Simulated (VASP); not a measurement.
# WC (Fm-3m) in VASP: a series of runs, part 2 of 2

VASP 6.6.1. The steps go on from the part before.

## 4. Single point, LDA

Input file INCAR:

```
SYSTEM = WC
  ALGO = Normal
  EDIFF = 1E-6
  ENCUT = 700
  GGA_COMPAT = .False.
  ISIF = 2
  ISMEAR = -1
  ISYM = -1
  LASPH = .True.
  LCHARG = .False.
  LREAL = .False.
  LWAVE = .False.
  NBANDS = 16
  NELM = 120
  PREC = Accurate
  SIGMA = 0.1
```

Input file KPOINTS:

```
explicit points
32
Reciprocal
  0.12500000   0.12500000   0.12500000 2
  0.12500000   0.12500000   0.37500000 2
  0.12500000   0.12500000   0.62500000 2
  0.12500000   0.12500000   0.87500000 2
  0.12500000   0.37500000   0.12500000 2
  0.12500000   0.37500000   0.37500000 2
  0.12500000   0.37500000   0.62500000 2
  0.12500000   0.37500000   0.87500000 2
  0.12500000   0.62500000   0.12500000 2
  0.12500000   0.62500000   0.37500000 2
  0.12500000   0.62500000   0.62500000 2
  0.12500000   0.62500000   0.87500000 2
  0.12500000   0.87500000   0.12500000 2
  0.12500000   0.87500000   0.37500000 2
  0.12500000   0.87500000   0.62500000 2
  0.12500000   0.87500000   0.87500000 2
  0.37500000   0.12500000   0.12500000 2
  0.37500000   0.12500000   0.37500000 2
  0.37500000   0.12500000   0.62500000 2
  0.37500000   0.12500000   0.87500000 2
  0.37500000   0.37500000   0.12500000 2
  0.37500000   0.37500000   0.37500000 2
  0.37500000   0.37500000   0.62500000 2
  0.37500000   0.37500000   0.87500000 2
  0.37500000   0.62500000   0.12500000 2
  0.37500000   0.62500000   0.37500000 2
  0.37500000   0.62500000   0.62500000 2
  0.37500000   0.62500000   0.87500000 2
  0.37500000   0.87500000   0.12500000 2
  0.37500000   0.87500000   0.37500000 2
  0.37500000   0.87500000   0.62500000 2
  0.37500000   0.87500000   0.87500000 2
```

Input file POSCAR:

```
WC
1.0
    0.0000000000      2.1926840000      2.1926840000
    2.1926840000      0.0000000000      2.1926840000
    2.1926840000      2.1926840000      0.0000000000
W C
1 1
Direct
   -0.0012881008     -0.0060355975      0.0088017343
    0.4987198080      0.4939390206      0.5088075014
```

Run with:

```bash
cat potpaw_LDA.64/W_sv/POTCAR potpaw_LDA.64/C/POTCAR > POTCAR
mpirun -np 1 vasp_std > vasp.out
```

It took 17 s on 1 thread of Intel Xeon Platinum 8259CL at 2.50GHz (Skylake/Cascade Lake), shared host; peak memory 0.15 GiB.

The run converged, but its numbers aren't listed here, since they failed a check.

Caveat: the result breaks the symmetry of the cell; the cell stands under tension; spin-orbit coupling is left out, which moves the levels of the heavy elements.

## 5. Relaxation of the atoms, LDA

Input file INCAR:

```
SYSTEM = WC
PREC = Accurate
ENCUT = 520
EDIFF = 1E-7
ISMEAR = -1
SIGMA = 0.1
LREAL = .FALSE.
LASPH = .TRUE.
NELM = 120
ALGO = Normal
ISIF = 2
LWAVE = .FALSE.
LCHARG = .FALSE.
GGA = CA
IBRION = 2
NSW = 100
EDIFFG = -0.001
GGA_COMPAT = .FALSE.
NELMIN = 4
ISYM = -1
```

KPOINTS is that of step 4.

Input file POSCAR:

```
WC
1.0
    0.0000000000      2.1926840000      2.1926840000
    2.1926840000      0.0000000000      2.1926840000
    2.1926840000      2.1926840000      0.0000000000
W C
1 1
Direct
    0.0000000000      0.0000000000      0.0000000000
    0.5000000000      0.5000000000      0.5000000000
```

Potentials or basis: VASP PAW LDA potentials, release 64 (W_sv, C).

Run with:

```bash
cat potpaw_LDA.64/W_sv/POTCAR potpaw_LDA.64/C/POTCAR > POTCAR
mpirun -np 1 vasp_std > vasp.out
```

OUTCAR:

```text
SYSTEM = WC
   PREC = Accurate
   ENCUT = 520
   EDIFF = 1E-7
   ISMEAR = -1
   LREAL = .FALSE.
   LASPH = .TRUE.
   NELM = 120
   ISIF = 2
   GGA = CA
   IBRION = 2
   NSW = 100
   EDIFFG = -0.001
   NELMIN = 4
   ISYM = -1

 ion  position               nearest neighbor table
   1  0.000  0.000  0.000-   2 2.19   2 2.19   2 2.19   2 2.19   2 2.19   2 2.19
   2  0.500  0.500  0.500-   1 2.19   1 2.19   1 2.19   1 2.19   1 2.19   1 2.19

IMPORTANT INFORMATION: All symmetrisations will be switched off!
NOSYMM: (Re-)initialisation of all symmetry stuff for point group C_1.

----------------------------------------------------------------------------------------

                                     Primitive cell

  volume of cell :      21.0842

  direct lattice vectors                    reciprocal lattice vectors
     0.000000000  2.192684000  2.192684000    -0.228031034  0.228031034  0.228031034
     2.192684000  0.000000000  2.192684000     0.228031034 -0.228031034  0.228031034
     2.192684000  2.192684000  0.000000000     0.228031034  0.228031034 -0.228031034

[... 128 lines left out ...]
      6       8.2556      2.00000
      7       8.7717      2.00000
      8       8.7717      2.00000
      9      10.1771      2.00000
     10      10.1771      2.00000
     11      11.7393      1.98253
     12      13.9816      0.00000
     13      13.9816      0.00000
[... 354 lines left out ...]
  band No.  band energies     occupation
      1     -62.6454      2.00000
      2     -27.4415      2.00000
      3     -27.2274      2.00000
      4     -27.0929      2.00000
      5      -0.8350      2.00000
      6       6.1367      2.00000
      7       6.5375      2.00000
      8       8.7199      2.00000
      9       9.8492      2.00000
     10      14.1180      0.00000
     11      14.6061      0.00000
     12      14.7716      0.00000
     13      18.2593      0.00000

 [... further k-points ...]

------------------------ aborting loop because EDIFF is reached ----------------------------------------

  FORCE on cell =-STRESS in cart. coord.  units (eV):
  Direction    XX          YY          ZZ          XY          YZ          ZX
  --------------------------------------------------------------------------------------
  -------------------------------------------------------------------------------------
  Total       -1.8392285     -1.8392254     -1.8392263     -0.3523850     -0.3523853     -0.3523852
  in kB     -139.7616880   -139.7614509   -139.7615189    -26.7774882    -26.7775098    -26.7775048
  external PRESSURE =    -139.7615526 kB  Pullay stress =       0.0000000 kB

 VOLUME and BASIS-vectors are now :
 -----------------------------------------------------------------------------
  energy-cutoff  :      520.00
  volume of cell :       21.08
      direct lattice vectors                 reciprocal lattice vectors
     0.000000000  2.192684000  2.192684000    -0.228031034  0.228031034  0.228031034
     2.192684000  0.000000000  2.192684000     0.228031034 -0.228031034  0.228031034
     2.192684000  2.192684000  0.000000000     0.228031034  0.228031034 -0.228031034

 POSITION                                       TOTAL-FORCE (eV/Angst)
 -----------------------------------------------------------------------------------
      0.00000      0.00000      0.00000        -0.000000     -0.000000     -0.000000
      2.19268      2.19268      2.19268         0.000000      0.000000      0.000000
 -----------------------------------------------------------------------------------
    total drift:                               -0.000000      0.000000      0.000000

  FREE ENERGIE OF THE ION-ELECTRON SYSTEM (eV)
  ---------------------------------------------------
  free  energy   TOTEN  =       -23.8191193543 eV

  energy  without entropy=      -23.7862343589  energy(sigma->0) =      -23.80267686

 reached required accuracy - stopping structural energy minimisation
```

It took 10 s on 1 thread of Intel Xeon Platinum 8259CL at 2.50GHz (Skylake/Cascade Lake), shared host; peak memory 0.13 GiB.

Results:

- Free energy: -23.8191 eV
- Pressure after relaxing: -14.0 GPa
- Band gap on the k mesh: zero (bands 9 and 10 overlap by 2.38 eV)

Final structure:
```yaml
crystal:
  lattice:
    - [0.00000, 2.19268, 2.19268]
    - [2.19268, 0.00000, 2.19268]
    - [2.19268, 2.19268, 0.00000]
  atoms:
    - { symbol: W, position: [0.00000, 0.00000, 0.00000] }
    - { symbol: C, position: [0.50000, 0.50000, 0.50000] }
```

Levels at points of the mesh, in eV from the Fermi level:
```
           k point  band 7  band 8  band 9  band 10  band 11  band 12
(0.12, 0.12, 0.12)   -3.44   -3.44   -2.04    -2.04    -0.47     1.77
```

Caveat: the relaxation stopped at its first step, so nothing moved; spin-orbit coupling is left out, which moves the levels of the heavy elements.

## 6. The runs side by side

```tsv
task	cell	cutoff (eV)	mended	gap on the mesh (eV)	pressure (GPa)
single point	as given	600	-	none	-14.1
relaxation of the atoms	atoms relaxed	520	-	none	-14.0
relaxation of the atoms	atoms relaxed	520	yes	none	-14.0
```

Alike in all rows: level LDA; potentials or basis VASP PAW LDA potentials, release 64 (W_sv, C); no spin polarisation; k mesh 4 × 4 × 4, shifted; smearing fermi-dirac 0.1 eV.

Caveats: some runs use coarse meshes; spin-orbit coupling is left out, which moves the levels of the heavy elements; the relaxation stopped at its first step, so nothing moved (at least some runs).

Absolute energies hang on the potentials; compare differences alone.
